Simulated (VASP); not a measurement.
# SnAu (P6_3/mmc) in VASP: single point with LDA

Aim: the single point of SnAu with LDA.

Program: VASP 6.6.1. These are calculated values, not measurements. Logs are shortened: lines on timing, memory, paths and dates and some standing lists are left out, and cuts for length are marked.

## 1. The cell of the first run

The structure is hexagonal, space group P6_3/mmc (No. 194). The conventional cell has a = 4.294 Å, b = 4.294 Å, c = 5.506 Å, α = 90.00°, β = 90.00°, γ = 120.00°. Sn (site symmetry -6m2) has 6 Au at 2.84 Å and 6 Sn at 3.70 Å within 3.8 Å. Au (site symmetry -3m) has 2 Au at 2.75 Å and 6 Sn at 2.84 Å within 3.6 Å.

## 2. Single point, LDA

The input, INCAR:

```
  PREC = Accurate
  ENCUT = 520
  EDIFF = 1E-6
  ISMEAR = 0
  SIGMA = 0.15
  LREAL = False
  LASPH = True
  NELM = 100
  ALGO = Fast
  ISIF = 2
  LWAVE = False
  LCHARG = True
  GGA = CA
  LELF = True
  LVHAR = True
  NBANDS = 33
```

The input, KPOINTS:

```
Automatic mesh
0
Gamma
  12 12 6
```

The input, POSCAR:

```
SnAu
1.0
    4.2941130349      0.0000000000      0.0000000000
   -2.1470565174      3.7188109749      0.0000000000
    0.0000000000      0.0000000000      5.5060357869
Sn Au
2 2
Direct
    0.3333333333      0.6666666667      0.2500000000
    0.6666666667      0.3333333333      0.7500000000
    0.0000000000      0.0000000000      0.0000000000
    0.0000000000      0.0000000000      0.5000000000
```

Potentials or basis: VASP PAW LDA potentials, release 64 (Sn_d, Au).

Launch:

```console
> cat potpaw_LDA.64/Sn_d/POTCAR potpaw_LDA.64/Au/POTCAR > POTCAR
> mpirun -np 1 vasp_std > vasp.out
```

OUTCAR:

```text
PREC = Accurate
   ENCUT = 520
   EDIFF = 1E-6
   ISMEAR = 0
   LREAL = False
   LASPH = True
   NELM = 100
   ISIF = 2
   GGA = CA

 ion  position               nearest neighbor table
   1  0.333  0.667  0.250-   3 2.84   4 2.84   3 2.84   4 2.84   3 2.84   4 2.84   2 3.70   2 3.70
                             2 3.70   2 3.70   2 3.70   2 3.70
   2  0.667  0.333  0.750-   3 2.84   4 2.84   3 2.84   4 2.84   3 2.84   4 2.84   1 3.70   1 3.70
                             1 3.70   1 3.70   1 3.70   1 3.70
   3  0.000  0.000  0.000-   4 2.75   4 2.75   1 2.84   2 2.84   1 2.84   2 2.84   2 2.84   1 2.84

   4  0.000  0.000  0.500-   3 2.75   3 2.75   1 2.84   2 2.84   1 2.84   2 2.84   2 2.84   1 2.84

  LATTYP: Found a hexagonal cell.
 ALAT       =     4.2941130349
 C/A-ratio  =     1.2822288892

  Lattice vectors:

 A1 = (   4.2941130349,   0.0000000000,   0.0000000000)
 A2 = (  -2.1470565174,   3.7188109749,   0.0000000000)
 A3 = (   0.0000000000,   0.0000000000,   5.5060357869)

Analysis of symmetry for initial positions (statically):
=====================================================================
 Subroutine PRICEL returns:
 Original cell was already a primitive cell.

 Routine SETGRP: Setting up the symmetry group for a
 hexagonal supercell.

 Subroutine GETGRP returns: Found 24 space group operations
 (whereof 12 operations were pure point group operations)
 out of a pool of 24 trial point group operations.

The static configuration has the point symmetry D_3d.
 The point group associated with its full space group is D_6h.

Analysis of symmetry for dynamics (positions and initial velocities):
=====================================================================
 Subroutine PRICEL returns:
 Original cell was already a primitive cell.

 Routine SETGRP: Setting up the symmetry group for a
 hexagonal supercell.

 Subroutine GETGRP returns: Found 24 space group operations
 (whereof 12 operations were pure point group operations)
 out of a pool of 24 trial point group operations.

The dynamic configuration has the point symmetry D_3d.
 The point group associated with its full space group is D_6h.

 Subroutine INISYM returns: Found 24 space group operations
 (whereof 12 operations are pure point group operations),
 and found     1 'primitive' translations

----------------------------------------------------------------------------------------

                                     Primitive cell

  volume of cell :      87.9259

  direct lattice vectors                    reciprocal lattice vectors
     4.294113035  0.000000000  0.000000000     0.232876962  0.134451577  0.000000000
    -2.147056517  3.718810975  0.000000000     0.000000000  0.268903154  0.000000000
     0.000000000  0.000000000  5.506035787     0.000000000  0.000000000  0.181618870

  length of vectors
     4.294113035  4.294113035  5.506035787     0.268903154  0.268903154  0.181618870

  position of ions in fractional coordinates (direct lattice)
     0.333333333  0.666666667  0.250000000
     0.666666667  0.333333333  0.750000000
     0.000000000  0.000000000  0.000000000
     0.000000000  0.000000000  0.500000000

  ion indices of the primitive-cell ions
   primitive index   ion index
                 1           1
                 2           2
                 3           3
                 4           4

----------------------------------------------------------------------------------------

 KPOINTS: Automatic mesh

Automatic generation of k-mesh.
 Grid dimensions read from file:
 generate k-points for:   12   12    6

 Generating k-lattice:

  Cartesian coordinates                     Fractional coordinates (reciprocal lattice)
     0.019406414  0.011204298  0.000000000     0.083333333 -0.000000000  0.000000000
     0.000000000  0.022408596  0.000000000     0.000000000  0.083333333  0.000000000
     0.000000000  0.000000000  0.030269812     0.000000000  0.000000000  0.166666667

  Length of vectors
     0.022408596  0.022408596  0.030269812

  Shift w.r.t. Gamma in fractional coordinates (k-lattice)
     0.000000000  0.000000000  0.000000000

 Subroutine IBZKPT returns following result:
 ===========================================

 Found     76 irreducible k-points:

 Following reciprocal coordinates:
            Coordinates               Weight
  0.000000  0.000000  0.000000      1.000000
  0.083333 -0.000000  0.000000      6.000000
  0.166667 -0.000000  0.000000      6.000000
  0.250000 -0.000000  0.000000      6.000000
  0.333333 -0.000000  0.000000      6.000000
  0.416667  0.000000  0.000000      6.000000
[... 16 lines left out ...]
  0.250000 -0.000000  0.166667     12.000000
  0.333333 -0.000000  0.166667     12.000000
 [... further k-points ...]
   k-points           NKPTS =     76   k-points in BZ     NKDIM =     76   number of bands    NBANDS=     33
   number of dos      NEDOS =    301   number of ions     NIONS =      4
   total plane-waves  NPLWV =  43008
   dimension x,y,z NGX =    32 NGY =   32 NGZ =   42
   dimension x,y,z NGXF=    64 NGYF=   64 NGZF=   84
   ions per type =               2   2
   NGX,Y,Z   is equivalent  to a cutoff of  12.39, 12.39, 12.68 a.u.
   NGXF,Y,Z  is equivalent  to a cutoff of  24.78, 24.78, 25.36 a.u.
 SYSTEM =  unknown system
   PREC   = accura    normal or accurate (medium, high low for compatibility)
   ISTART =      0    job   : 0-new  1-cont  2-samecut
   ICHARG =      2    charge: 1-file 2-atom 10-const
   ISPIN  =      1    spin polarized calculation?
   LNONCOLLINEAR =      F non collinear calculations
   LSORBIT =      F    spin-orbit coupling
   LASPH  =      T    aspherical Exc in radial PAW
   ENCUT  =  520.0 eV  38.22 Ry    6.18 a.u.   7.98  7.98 10.24*2*pi/ulx,y,z
   NELM   =    100;   NELMIN=  2; NELMDL= -5     # of ELM steps
   EDIFF  = 0.1E-05   stopping-criterion for ELM
   LREAL  =      F    real-space projection
   EDIFFG = 0.1E-04   stopping-criterion for IOM
   NSW    =      0    number of steps for IOM
   IBRION =     -1    ionic relax: 0-MD 1-quasi-New 2-CG
   NFREE  =      0    steps in history (QN), initial steepest desc. (CG)
   ISIF   =      2    stress and relaxation
   ISYM   =      2    0-nonsym 1-usesym 2-fastsym
   POTIM  = 0.5000    time-step for ionic-motion
   TEBEG  =    0.0;   TEEND  =   0.0 temperature during run
   PSTRESS=    0.0 pullay stress
   NELECT =      50.0000    total number of electrons
   NUPDOWN=      -1.0000    fix difference up-down
   EMIN   =  10.00;   EMAX   =-10.00  energy-range for DOS
   EFERMI =   0.00;   METHOD = LEGACY
   ISMEAR =     0;   SIGMA  =   0.15  broadening in eV -4-tet -1-fermi 0-gaus
   EFERMI_NEDOS =   21; number of points for ismear=-14 and -15
   IALGO  =     68    algorithm
   IMIX   =      4    mixing-type and parameters
     AMIX     =   0.40;   BMIX     =  1.00
     AMIX_MAG =   1.60;   BMIX_MAG =  1.00
  volume/ion in A,a.u.               =      21.98       148.34
  Fermi-wavevector in a.u.,A,eV,Ry     =   1.356311  2.563056 25.029000  1.839580
  Thomas-Fermi vector in A             =   2.483325
   LORBIT       =      0    0 simple, 1 ext, 2 COOP (PROOUT), +10 PAW based schemes
   GGA     = CA    functional components
   LHFCALC =     F    Hartree Fock is set to
   AEXX    =    0.0000 exact exchange contribution
   IVDW    =     0    specifies the selected vdW correction
   LEPSILON=     F    determine dielectric tensor
   LRPA    =     F    only Hartree local field effects (RPA)
 non-spin polarized calculation
 RMM-DIIS sequential band-by-band and
 Gauss-broadening in eV      SIGMA  =   0.15
  energy-cutoff  :      520.00
  volume of cell :       87.93
 maximum number of plane-waves:      2388
 NGX is ok and might be reduce to    32
   NGX = 15   NGY = 15   NGZ = 21

 number of electron      49.9999996 magnetization

 Free energy of the ion-electron system (eV)
  ---------------------------------------------------
  ext. energy  EPLUGINS =         0.00000000
  ---------------------------------------------------
  free energy    TOTEN  =       -18.66456621 eV

  energy without entropy =      -18.64964344  energy(sigma->0) =      -18.65710483

 E-fermi :   8.6260     XC(G=0): -11.4454

 val. band max:        8.6260351725   @ k =   0.1667  -0.0000   0.0000
 cond. band min:       8.6365671893   @ k =   0.0833   0.0833   0.0000
 fundamental gap:      0.0105320168
 Fermi energy:         8.6260436432

 k-point     1 :       0.0000    0.0000    0.0000
  band No.  band energies     occupation
      1     -12.8990      2.00000
      2     -12.8990      2.00000
      3     -12.8774      2.00000
      4     -12.8774      2.00000
      5     -12.8694      2.00000
      6     -12.8694      2.00000
[... 25 lines left out ...]
     32      14.5784      0.00000
     33      16.1024      0.00000

 k-point     2 :       0.0833   -0.0000    0.0000
  band No.  band energies     occupation
      1     -12.8989      2.00000
      2     -12.8974      2.00000
      3     -12.8777      2.00000
      4     -12.8762      2.00000
      5     -12.8712      2.00000
      6     -12.8686      2.00000
[... 25 lines left out ...]
     32      14.8069      0.00000
     33      15.0750      0.00000

 k-point     3 :       0.1667   -0.0000    0.0000
  band No.  band energies     occupation
      1     -12.8984      2.00000
      2     -12.8933      2.00000
      3     -12.8795      2.00000
      4     -12.8738      2.00000
      5     -12.8728      2.00000
      6     -12.8662      2.00000
[... 25 lines left out ...]
     32      15.4067      0.00000
     33      15.4685      0.00000

 k-point     4 :       0.2500   -0.0000    0.0000
  band No.  band energies     occupation
      1     -12.8977      2.00000
      2     -12.8900      2.00000
      3     -12.8852      2.00000
      4     -12.8722      2.00000
      5     -12.8682      2.00000
      6     -12.8630      2.00000
[... 673 lines left out ...]
     32      15.1321      0.00000
     33      15.8270      0.00000

 k-point    23 :       0.2500   -0.0000    0.1667
  band No.  band energies     occupation
      1     -12.8956      2.00000
      2     -12.8931      2.00000
      3     -12.8802      2.00000
      4     -12.8736      2.00000
      5     -12.8699      2.00000
      6     -12.8610      2.00000
[... 25 lines left out ...]
     32      15.3624      0.00000
     33      16.1743      0.00000

 k-point    24 :       0.3333   -0.0000    0.1667
  band No.  band energies     occupation
      1     -12.8949      2.00000
      2     -12.8946      2.00000
      3     -12.8833      2.00000
      4     -12.8716      2.00000
      5     -12.8655      2.00000
      6     -12.8581      2.00000
[... 25 lines left out ...]
     32      15.4969      0.00000
     33      17.3379      0.00000

 [... further k-points ...]

------------------------ aborting loop because EDIFF is reached ----------------------------------------

  FORCE on cell =-STRESS in cart. coord.  units (eV):
  Direction    XX          YY          ZZ          XY          YZ          ZX
  --------------------------------------------------------------------------------------
  -------------------------------------------------------------------------------------
  Total       -0.0887482     -0.0887482     -0.0093688     -0.0000000     -0.0000000     -0.0000000
  in kB       -1.6171627     -1.6171627     -0.1707180     -0.0000000     -0.0000000     -0.0000000
  external PRESSURE =      -1.1350144 kB  Pullay stress =       0.0000000 kB

 VOLUME and BASIS-vectors are now :
 -----------------------------------------------------------------------------
  energy-cutoff  :      520.00
  volume of cell :       87.93
      direct lattice vectors                 reciprocal lattice vectors
     4.294113035  0.000000000  0.000000000     0.232876962  0.134451577  0.000000000
    -2.147056517  3.718810975  0.000000000     0.000000000  0.268903154  0.000000000
     0.000000000  0.000000000  5.506035787     0.000000000  0.000000000  0.181618870

 POSITION                                       TOTAL-FORCE (eV/Angst)
 -----------------------------------------------------------------------------------
     -0.00000      2.47921      1.37651        -0.000000      0.000000      0.000000
      2.14706      1.23960      4.12953         0.000000     -0.000000      0.000000
      0.00000      0.00000      0.00000         0.000000     -0.000000      0.000000
      0.00000      0.00000      2.75302         0.000000     -0.000000      0.000000
 -----------------------------------------------------------------------------------
    total drift:                                0.000000     -0.000000      0.000000

  FREE ENERGIE OF THE ION-ELECTRON SYSTEM (eV)
  ---------------------------------------------------
  free  energy   TOTEN  =       -18.6645662065 eV

  energy  without entropy=      -18.6496434444  energy(sigma->0) =      -18.65710483
```

It took 4.1 min on 1 thread of Intel Xeon 6455B, shared host; peak memory 0.31 GiB.

Results:

```
Free energy            : -18.6646 eV
Pressure               : -0.1 GPa
Band gap on the k mesh : zero (bands 25 and 26 overlap by 4.92 eV)
```

Stress tensor (GPa, compression positive):
```
-0.16  0.00  0.00
 0.00 -0.16  0.00
 0.00  0.00 -0.02
```

Levels at points of the mesh, in eV from the Fermi level:
| k point | band 23 | band 24 | band 25 | band 26 | band 27 | band 28 |
| --- | --- | --- | --- | --- | --- | --- |
| (0.00, 0.00, 0.00) | -0.87 | 0.90 | 0.90 | 2.95 | 3.17 | 3.43 |
| (0.50, 0.00, 0.00) | -2.20 | -1.92 | -1.88 | -1.09 | 0.83 | 3.76 |
| (0.00, 0.00, 0.50) | 0.11 | 0.11 | 2.63 | 2.63 | 2.63 | 2.63 |
| (0.50, 0.00, 0.50) | -3.95 | -3.95 | 0.58 | 0.58 | 1.74 | 1.74 |

Caveat: spin-orbit coupling is left out, which moves the levels of the heavy elements.
